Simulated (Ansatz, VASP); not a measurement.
# Two plane-wave programs on Fe

```
Fe
1.0
    -1.47483    1.47483    1.47483
     1.47483   -1.47483    1.47483
     1.47483    1.47483   -1.47483
Fe
1
Direct
  0.00000 0.00000 0.00000
```

Alike in both runs: task single point; functional BLYP; k mesh 25 × 25 × 25; occupations fermi-dirac, width 0.05 eV; collinear spin.

|  | VASP | Ansatz |
| --- | --- | --- |
| version | VASP 6.6.1 | Ansatz 0.2.0 |
| potentials or method | VASP PAW PBE potentials, release 64 (Fe), cutoff 520 eV | plane waves (420 eV) with PAW, scalar-relativistic |
| valence electrons in the cell | 8 | 16 |

```tsv
	VASP	Ansatz	Ansatz less VASP
pressure (GPa)	-9.2	-9.8	-0.57
net moment per atom (μB)	2.41	2.39	-0.020
size of the moment on the site where the two differ most (μB)	2.42	2.45	+0.025
```

VASP's potentials were made for PBE, not for BLYP. Site moments also hang on the region over which each program counts them. With one functional, cell and mesh, what is left measures potentials, basis and numerics. VASP's potentials hold 8 valence electrons a cell and Ansatz's 16, so a difference there can come from the potentials and not from the codes.
